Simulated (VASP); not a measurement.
# Hf (Im-3m) in VASP: further runs

Hf is run at these levels: PBE+D4, PBEsol+D3(BJ); tasks: relaxation of cell and atoms.

Program: VASP 6.6.1. These are calculated values, not measurements. Logs are shortened: lines on timing, memory, paths and dates and some standing lists are left out, and cuts for length are marked.

## (1) The cell of the first run

It takes space group Im-3m (No. 229, cubic). The conventional cell has a = 3.610 Å, b = 3.610 Å, c = 3.610 Å, α = 90.00°, β = 90.00°, γ = 90.00°. Within 4.1 Å of Hf (site symmetry m-3m) lie 14 Hf at 3.13 to 3.61 Å.

## (2) Relaxation of cell and atoms, PBE+D4

The input, INCAR:

```
SYSTEM = Hf
PREC     = Accurate       ! precision mode
ENCUT    = 600            ! plane-wave cutoff, eV
EDIFF    = 1E-6           ! SCF threshold, eV
ISMEAR   = -1             ! smearing method
SIGMA    = 0.05           ! smearing width, eV
LREAL    = .False.        ! projectors in reciprocal space
LASPH    = .True.         ! aspherical terms in the spheres
NELM     = 100            ! most SCF steps
ALGO     = Normal         ! electronic algorithm
ISIF     = 3              ! what is computed and relaxed
LWAVE    = .False.        ! write WAVECAR
LCHARG   = .False.        ! write CHGCAR
GGA      = PE             ! functional
IVDW     = 13             ! dispersion correction
IBRION   = 2              ! ionic algorithm
NSW      = 60             ! ionic steps
EDIFFG   = -0.01          ! ionic threshold
```

The input, KPOINTS:

```
Automatic mesh
0
Gamma
  10 10 10
  0 0 0
```

The input, POSCAR:

```
Hf
1.0
   -1.8050000000      1.8050000000      1.8050000000
    1.8050000000     -1.8050000000      1.8050000000
    1.8050000000      1.8050000000     -1.8050000000
Hf
1
Direct
    0.0000000000      0.0000000000      0.0000000000
```

Potentials or basis: VASP PAW PBE potentials, release 64 (Hf_pv).

Run with:

```bash
> cat potpaw_PBE.64/Hf_pv/POTCAR > POTCAR
> mpirun -np 1 vasp_std > vasp.out
```

OUTCAR:

```text
SYSTEM = Hf
   PREC = Accurate
   ENCUT = 600
   EDIFF = 1E-6
   ISMEAR = -1
   LREAL = .False.
   LASPH = .True.
   NELM = 100
   ISIF = 3
   GGA = PE
   IVDW = 13
   IBRION = 2
   NSW = 60
   EDIFFG = -0.01

 ion  position               nearest neighbor table
   1  0.000  0.000  0.000-

  LATTYP: Found a body centered cubic cell.
 ALAT       =     3.6100000000

  Lattice vectors:

 A1 = (  -1.8050000000,   1.8050000000,   1.8050000000)
 A2 = (   1.8050000000,  -1.8050000000,   1.8050000000)
 A3 = (   1.8050000000,   1.8050000000,  -1.8050000000)

Analysis of symmetry for initial positions (statically):
=====================================================================
 Subroutine PRICEL returns:
 Original cell was already a primitive cell.

 Routine SETGRP: Setting up the symmetry group for a
 body centered cubic supercell.

 Subroutine GETGRP returns: Found 48 space group operations
[... 9 lines left out ...]

 Routine SETGRP: Setting up the symmetry group for a
 body centered cubic supercell.

 Subroutine GETGRP returns: Found 48 space group operations
[... 11 lines left out ...]
                                     Primitive cell

  volume of cell :      23.5229

  direct lattice vectors                    reciprocal lattice vectors
    -1.805000000  1.805000000  1.805000000     0.000000000  0.277008310  0.277008310
     1.805000000 -1.805000000  1.805000000     0.277008310  0.000000000  0.277008310
     1.805000000  1.805000000 -1.805000000     0.277008310  0.277008310  0.000000000

  length of vectors
     3.126351708  3.126351708  3.126351708     0.391748909  0.391748909  0.391748909

  position of ions in fractional coordinates (direct lattice)
     0.000000000  0.000000000  0.000000000

  ion indices of the primitive-cell ions
   primitive index   ion index
                 1           1

----------------------------------------------------------------------------------------

 KPOINTS: Automatic mesh

Automatic generation of k-mesh.
 Grid dimensions read from file:
 generate k-points for:   10   10   10

 Generating k-lattice:

  Cartesian coordinates                     Fractional coordinates (reciprocal lattice)
     0.000000000  0.027700831  0.027700831     0.100000000  0.000000000  0.000000000
     0.027700831  0.000000000  0.027700831     0.000000000  0.100000000  0.000000000
     0.027700831  0.027700831  0.000000000     0.000000000  0.000000000  0.100000000

  Length of vectors
     0.039174891  0.039174891  0.039174891

  Shift w.r.t. Gamma in fractional coordinates (k-lattice)
     0.000000000  0.000000000  0.000000000

 Subroutine IBZKPT returns following result:
 ===========================================

 Found     47 irreducible k-points:

 Following reciprocal coordinates:
            Coordinates               Weight
  0.000000  0.000000  0.000000      1.000000
  0.100000  0.000000  0.000000     12.000000
  0.200000  0.000000  0.000000     12.000000
  0.300000  0.000000  0.000000     12.000000
  0.400000  0.000000  0.000000     12.000000
  0.500000  0.000000  0.000000      6.000000
[... 16 lines left out ...]
  0.300000  0.300000  0.100000      8.000000
 -0.300000  0.300000  0.100000     24.000000
 [... further k-points ...]
   k-points           NKPTS =     47   k-points in BZ     NKDIM =     47   number of bands    NBANDS=      9
   number of dos      NEDOS =    301   number of ions     NIONS =      1
   total plane-waves  NPLWV =  21952
   dimension x,y,z NGX =    28 NGY =   28 NGZ =   28
   dimension x,y,z NGXF=    56 NGYF=   56 NGZF=   56
   ions per type =               1
   NGX,Y,Z   is equivalent  to a cutoff of  14.89, 14.89, 14.89 a.u.
   NGXF,Y,Z  is equivalent  to a cutoff of  29.78, 29.78, 29.78 a.u.
 SYSTEM =  Hf
   PREC   = accura    normal or accurate (medium, high low for compatibility)
   ISTART =      0    job   : 0-new  1-cont  2-samecut
   ICHARG =      2    charge: 1-file 2-atom 10-const
   ISPIN  =      1    spin polarized calculation?
   LNONCOLLINEAR =      F non collinear calculations
   LSORBIT =      F    spin-orbit coupling
   LASPH  =      T    aspherical Exc in radial PAW
   ENCUT  =  600.0 eV  44.10 Ry    6.64 a.u.   6.24  6.24  6.24*2*pi/ulx,y,z
   NELM   =    100;   NELMIN=  2; NELMDL= -5     # of ELM steps
   EDIFF  = 0.1E-05   stopping-criterion for ELM
   LREAL  =      F    real-space projection
   EDIFFG = -.1E-01   stopping-criterion for IOM
   NSW    =     60    number of steps for IOM
   IBRION =      2    ionic relax: 0-MD 1-quasi-New 2-CG
   NFREE  =      1    steps in history (QN), initial steepest desc. (CG)
   ISIF   =      3    stress and relaxation
   ISYM   =      2    0-nonsym 1-usesym 2-fastsym
   POTIM  = 0.5000    time-step for ionic-motion
   TEBEG  =    0.0;   TEEND  =   0.0 temperature during run
   PSTRESS=    0.0 pullay stress
   NELECT =      10.0000    total number of electrons
   NUPDOWN=      -1.0000    fix difference up-down
   EMIN   =  10.00;   EMAX   =-10.00  energy-range for DOS
   EFERMI =   0.00;   METHOD = LEGACY
   ISMEAR =    -1;   SIGMA  =   0.05  broadening in eV -4-tet -1-fermi 0-gaus
   EFERMI_NEDOS =   21; number of points for ismear=-14 and -15
   IALGO  =     38    algorithm
   IMIX   =      4    mixing-type and parameters
     AMIX     =   0.40;   BMIX     =  1.00
     AMIX_MAG =   1.60;   BMIX_MAG =  1.00
  volume/ion in A,a.u.               =      23.52       158.74
  Fermi-wavevector in a.u.,A,eV,Ry     =   1.230961  2.326179 20.616432  1.515265
  Thomas-Fermi vector in A             =   2.365789
   LORBIT       =      0    0 simple, 1 ext, 2 COOP (PROOUT), +10 PAW based schemes
   GGA     = PE    functional components
   LHFCALC =     F    Hartree Fock is set to
   AEXX    =    0.0000 exact exchange contribution
   IVDW    =    13    specifies the selected vdW correction
   LEPSILON=     F    determine dielectric tensor
   LRPA    =     F    only Hartree local field effects (RPA)
 conjugate gradient relaxation of ions
 non-spin polarized calculation
  energy-cutoff  :      600.00
  volume of cell :       23.52
 maximum number of plane-waves:       802
 NGX is ok and might be reduce to    28
   NGX = 13   NGY = 13   NGZ = 13

--------------------------------------- Ionic step        1  -------------------------------------------

 number of electron      10.0000000 magnetization

 number of electron       9.9999999 magnetization

 Free energy of the ion-electron system (eV)
  ---------------------------------------------------
  ext. energy  EPLUGINS =         0.00000000
  ---------------------------------------------------
  free energy    TOTEN  =        -9.73175215 eV

  energy without entropy =       -9.71649120  energy(sigma->0) =       -9.72412167

------------------------ aborting loop because EDIFF is reached ----------------------------------------

  DFT-D4 for vdW energy calculation

  Edisp (eV):   -0.19870

  FORCE on cell =-STRESS in cart. coord.  units (eV):
  Direction    XX          YY          ZZ          XY          YZ          ZX
  --------------------------------------------------------------------------------------
  -------------------------------------------------------------------------------------
  Total      -0.96941    -0.96941    -0.96941    -0.00000    -0.00000     0.00000
  in kB     -66.02769   -66.02769   -66.02769    -0.00000    -0.00000     0.00000
  external pressure =      -66.03 kB  Pullay stress =        0.00 kB
[... 98 lines left out ...]
  energy  without entropy=       -9.9518529690  energy(sigma->0) =       -9.95863581

--------------------------------------- Ionic step        4  -------------------------------------------

 number of electron      10.0000001 magnetization

 Free energy of the ion-electron system (eV)
  ---------------------------------------------------
  ext. energy  EPLUGINS =         0.00000000
  ---------------------------------------------------
  free energy    TOTEN  =        -9.75187375 eV

  energy without entropy =       -9.73832234  energy(sigma->0) =       -9.74509804

 E-fermi :   4.7303     XC(G=0): -11.3806

 val. band max:        4.7099637427   @ k =  -0.4000   0.4000   0.1000
 cond. band min:       4.7437559451   @ k =   0.3000   0.1000   0.1000
 fundamental gap:      0.0337922025
 Fermi energy:         4.7302820429

 k-point     1 :       0.0000    0.0000    0.0000
  band No.  band energies     occupation
      1     -25.0334      2.00000
      2     -25.0334      2.00000
      3     -25.0334      2.00000
      4      -2.3859      2.00000
      5       6.2649      0.00000
      6       6.2649      0.00000
      7       6.2649      0.00000
      8       9.1068      0.00000
      9       9.1068      0.00000
[... 265 lines left out ...]
 k-point    24 :      -0.3000    0.3000    0.1000
  band No.  band energies     occupation
      1     -25.6101      2.00000
      2     -25.2522      2.00000
      3     -25.1026      2.00000
      4       0.6037      2.00000
      5       4.9220      0.04234
      6       5.1268      0.00072
      7       7.7489      0.00000
      8       9.2722      0.00000
      9       9.9524      0.00000

 [... further k-points ...]

------------------------ aborting loop because EDIFF is reached ----------------------------------------

  DFT-D4 for vdW energy calculation

  Edisp (eV):   -0.21355

  FORCE on cell =-STRESS in cart. coord.  units (eV):
  Direction    XX          YY          ZZ          XY          YZ          ZX
  --------------------------------------------------------------------------------------
  -------------------------------------------------------------------------------------
  Total       0.00768     0.00768     0.00768    -0.00000     0.00000    -0.00000
  in kB       0.56211     0.56211     0.56211    -0.00000     0.00000    -0.00000
  external pressure =        0.56 kB  Pullay stress =        0.00 kB
[... 16 lines left out ...]
  FREE ENERGIE OF THE ION-ELECTRON SYSTEM (eV)
  ---------------------------------------------------
  free  energy   TOTEN  =        -9.9654214825 eV

  energy  without entropy=       -9.9518700709  energy(sigma->0) =       -9.95864578

 reached required accuracy - stopping structural energy minimisation
```

Run time: 34 s. Hardware: 1 thread of Intel Xeon Platinum 8375C at 2.90GHz (Ice Lake), shared host; peak memory 0.16 GiB.

Results:

| Quantity | Value |
| --- | --- |
| Free energy | -9.9654 eV |
| Relaxed volume | 21.90 Å³/atom |
| Relaxed cell | a = 3.053 Å, b = 3.053 Å, c = 3.053 Å, α = 109.47°, β = 109.47°, γ = 109.47° |
| Space group after relaxing (to 0.05 Å) | Im-3m (No. 229) |
| Energy gained by relaxing | 35.0 meV/atom |
| Ionic steps | 4 |
| Pressure after relaxing | 0.1 GPa |
| Band gap on the k mesh | zero (band 5 reaches 6.26 eV, above the bottom of band 6 at 3.95 eV) |
| Dispersion energy per atom | -0.214 eV |

The path:
```
step  energy change (eV)  largest force (eV/Å)  pressure (GPa)  volume (Å³)
   1              0.0000                0.0000           -6.60        23.52
   2              0.0038                0.0000            8.47        20.37
   3             -0.0350                0.0000           -0.09        21.93
   4             -0.0350                0.0000            0.06        21.90
```

Final structure:
```
Hf
1.0
    -1.76253    1.76253    1.76253
     1.76253   -1.76253    1.76253
     1.76253    1.76253   -1.76253
Hf
1
Cartesian
  1.7625 1.7625 1.7625
```

Levels at points of the mesh, in eV from the Fermi level:
| k point | band 3 | band 4 | band 5 | band 6 | band 7 | band 8 |
| --- | --- | --- | --- | --- | --- | --- |
| (0.00, 0.00, 0.00) | -29.76 | -7.12 | 1.53 | 1.53 | 1.53 | 4.38 |
| (0.50, 0.00, 0.00) | -29.77 | -3.45 | -0.54 | 1.13 | 4.22 | 5.24 |
| (0.50, 0.50, 0.50) | -30.38 | -2.67 | -2.67 | 6.93 | 6.93 | 6.93 |

Caveat: spin-orbit coupling is left out, which moves the levels of the heavy elements; pairwise dispersion overbinds metals, which lowers pressure and volume.

## (3) Relaxation of cell and atoms, PBEsol+D3(BJ)

The input, INCAR:

```
SYSTEM = Hf
ALGO = Fast
EDIFF = 1E-6
EDIFFG = -0.01
ENCUT = 600
GGA = PS
IBRION = 2
ISIF = 3
ISMEAR = -1
IVDW = 12
LASPH = .True.
LCHARG = .False.
LREAL = .False.
LWAVE = .False.
NELM = 100
NSW = 60
PREC = Accurate
SIGMA = 0.05
```

The input, KPOINTS:

```
k-points
0
Gamma
  10 10 10
  0 0 0
```

POSCAR is that of step 2.

Potentials or basis: VASP PAW PBE potentials, release 64 (Hf_pv).

Run with:

```bash
> cat potpaw_PBE.64/Hf_pv/POTCAR > POTCAR
> mpirun -np 1 vasp_std > vasp.out
```

It took 35 s on 1 thread of Intel Xeon Platinum 8375C at 2.90GHz (Ice Lake), shared host; peak memory 0.18 GiB.

The run converged. Its results:

```yaml
Free_energy: -10.8937 eV
Relaxed_volume: 20.46 Å³/atom
Relaxed_cell: a = 2.984 Å, b = 2.984 Å, c = 2.984 Å, α = 109.47°, β = 109.47°, γ = 109.47°
Space_group_after_relaxing_to_0.05_Å: Im-3m (No. 229)
Energy_gained_by_relaxing: 133.8 meV/atom
Ionic_steps: 3
Pressure_after_relaxing: -0.1 GPa
Band_gap_on_the_k_mesh: zero (band 5 reaches 6.60 eV, above the bottom of band 6 at 4.19 eV)
Dispersion_energy_per_atom: -0.561 eV
```

Step by step:
```csv
step,energy change (eV),largest force (eV/Å),pressure (GPa),volume (Å³)
1,0.0000,0.0000,-12.38,23.52
2,-0.0048,0.0000,17.87,17.86
3,-0.1338,0.0000,-0.07,20.46
```

Final structure:
```yaml
crystal:
  lattice:
    - [-1.72295, 1.72295, 1.72295]
    - [1.72295, -1.72295, 1.72295]
    - [1.72295, 1.72295, -1.72295]
  atoms:
    - { symbol: Hf, position: [0.00000, 0.00000, 0.00000] }
```

Levels at points of the mesh, in eV from the Fermi level:
```
           k point  band 2  band 3  band 4  band 5  band 6  band 7  band 8  band 9
(0.00, 0.00, 0.00)  -29.46  -29.46   -7.36    1.54    1.54    1.54    4.60    4.60
(0.50, 0.00, 0.00)  -29.82  -29.47   -3.70   -0.71    1.44    4.48    5.58    8.41
(0.50, 0.50, 0.50)  -30.23  -30.23   -3.01   -3.01    7.45    7.95    7.95    7.95
```

Caveat: the PAW data sets were made with another functional, which shifts forces and pressure a little; spin-orbit coupling is left out, which moves the levels of the heavy elements; the volume moved by -13 % from the deposited cell, more than functionals usually miss; pairwise dispersion overbinds metals, which lowers pressure and volume.
